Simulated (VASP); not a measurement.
A run of VASP 6.6.1:

INCAR

```
  ALGO = Fast
  EDIFF = 1E-6
  EDIFFG = -0.01
  ENCUT = 600
  GGA = PS
  IBRION = 2
  ISIF = 4
  ISMEAR = 0
  LASPH = T
  LCHARG = F
  LREAL = F
  LWAVE = F
  NELM = 80
  NSW = 50
  PREC = Accurate
  SIGMA = 0.1
```

File KPOINTS:

```
k-points
0
Gamma
  8 8 8
```

File POSCAR:

```
As2Se
1.0
   -3.5490697657      3.5490697657      2.6504008782
    3.5490697657     -3.5490697657      2.6504008782
    3.5490697657      3.5490697657     -2.6504008782
As Se
4 2
Direct
    0.8750000000      0.1250000000      0.7500000000
    0.3750000000      0.1250000000      0.2500000000
    0.8750000000      0.6250000000      0.7500000000
    0.8750000000      0.1250000000      0.2500000000
    0.5000000000      0.5000000000      0.0000000000
    0.2500000000      0.7500000000      0.5000000000
```

Potentials or basis: VASP PAW PBE potentials, release 64 (As, Se).

Run with:

```sh
$ cat potpaw_PBE.64/As/POTCAR potpaw_PBE.64/Se/POTCAR > POTCAR
$ mpirun -np 1 vasp_std > vasp.out
```

Hardware: 1 thread of Oxide Virtual Turin-like Processor (shared host).

Problem. Estimate the wall time of this run.

Solution. Run time: 15 min on 1 thread of Oxide Virtual Turin-like Processor, on a shared host, peak memory 0.42 GiB. Counts: scf iterations 24, k points 59, ion steps 3.
